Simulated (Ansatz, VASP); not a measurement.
**HfO2: VASP beside Ansatz**

File INCAR:

```
SYSTEM = HfO2
ALGO     = Normal         ! electronic algorithm
EDIFF    = 1E-7           ! SCF threshold, eV
ENCUT    = 520            ! plane-wave cutoff, eV
GGA      = PE             ! functional
ISIF     = 2              ! what is computed and relaxed
ISMEAR   = -1             ! smearing method
LASPH    = .TRUE.         ! aspherical terms in the spheres
LCHARG   = .FALSE.        ! write CHGCAR
LREAL    = .FALSE.        ! projectors in reciprocal space
LWAVE    = .FALSE.        ! write WAVECAR
NBANDS   = 18             ! bands
NELM     = 60             ! most SCF steps
PREC     = Accurate       ! precision mode
SIGMA    = 0.01           ! smearing width, eV
```

KPOINTS

```
k-points
0
G
  9 9 9
  0 0 0
```

File POSCAR:

```
HfO2
1.0
   -0.0767250000      2.5191375000      2.5191375000
    2.5191375000     -0.0767250000      2.5191375000
    2.5191375000      2.5191375000     -0.0767250000
Hf O
1 2
Direct
    0.0000000000      0.0000000000      0.0000000000
    0.2500000000      0.2500000000      0.2500000000
    0.7500000000      0.7500000000      0.7500000000
```

Input for Ansatz:

```yaml
crystal:
  lattice:
    - [-0.076725, 2.5191375, 2.5191375]
    - [2.5191375, -0.076725, 2.5191375]
    - [2.5191375, 2.5191375, -0.076725]
  atoms:
    - { symbol: Hf, position: [0.0, 0.0, 0.0] }
    - { symbol: O, position: [0.25, 0.25, 0.25] }
    - { symbol: O, position: [0.75, 0.75, 0.75] }
kpoints:
  mp_grid: { grid: [9, 9, 9] }
  band_path:
    path:
      - [0.0, 0.0, 0.0]
      - [0.5, 0.5, 0.5]
      - [0.2579113083, 0.5, 0.7420886917]
      - [-0.2579113083, 0.2579113083, 0.5]
      - [0.0, 0.0, 0.5]
      - [0.0, 0.0, 0.0]
      - [-0.3789556542, 0.0, 0.3789556542]
      - [0.0, 0.3789556542, 0.6210443458]
      - [0.0, 0.5, 0.5]
    npoints: 5
scf:
  occupations: { method: fermi_dirac, width: 0.01 }
hamiltonian:
  xc: pbe
  pseudopotentials: { kind: all_electron, lapw: { basis_error: 0.001 } }
output:
  forces: true
  stress: true
  eigenvalues: true
```

Change from the starting cell: equal xy, yz and zx shear strains of -3 %.

Alike in both runs: task single point; functional PBE; k mesh 9 × 9 × 9; occupations fermi-dirac, width 0.01 eV; no spin polarisation.

```csv
,VASP,Ansatz
version,VASP 6.6.1,Ansatz 0.2.0
potentials or method,"VASP PAW PBE potentials, release 64 (Hf_pv, O), cutoff 520 eV","all-electron LAPW, scalar-relativistic"
```

|  | VASP | Ansatz | Ansatz less VASP |
| --- | --- | --- | --- |
| gap on the k mesh at the Fermi level (eV) | 3.85 | 3.84 | -0.015 |
| pressure (GPa) | -5.2 | -1.7 | +3.54 |
| traceless stress, the component that is largest in VASP (GPa) | 2.79 | 2.93 | +0.145 |
| rms of the force components (eV/Å) | 0.172 | 0.187 | +0.0153 |

Atom by atom the forces differ by 0.015 eV/Å (rms over components). Ansatz ran all-electron here, and VASP with PAW potentials.

Spin-orbit coupling is off throughout.
